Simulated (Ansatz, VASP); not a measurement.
Two plane-wave programs on Al

```xyz
1
Lattice="-1.5306 1.5306 1.4668 1.5306 -1.5306 1.4668 1.5306 1.5306 -1.4668" Properties=species:S:1:pos:R:3 pbc="T T T"
Al    0.0000    0.0000    0.0000
```

Change from the starting cell: strain -0.040 along x and y, -0.080 along z, atoms carried along.

Alike in both runs: task single point; functional r2SCAN; k mesh 26 × 26 × 26; occupations gaussian, width 0.15 eV; no spin polarisation.

|  | VASP | Ansatz |
| --- | --- | --- |
| version | VASP 6.6.1 | Ansatz 0.2.0 |
| potentials or method | VASP PAW PBE potentials, release 64 (Al), cutoff 520 eV | scalar-relativistic, plane waves, PAW |
| valence electrons in the cell | 3 | 3 |

|  | VASP | Ansatz | Ansatz less VASP |
| --- | --- | --- | --- |
| gap on the k mesh at the Fermi level (eV) | none | none | - |
| pressure (GPa) | 18.8 | 19.3 | +0.48 |
| traceless stress, the component that is largest in VASP (GPa) | -0.79 | -0.79 | +0.003 |

VASP's potentials were made for PBE, not for r2SCAN. A gap of «none» marks a metal or a gap that the smearing closes. The functional is the same, so the differences come from potentials, cutoffs and numerics.
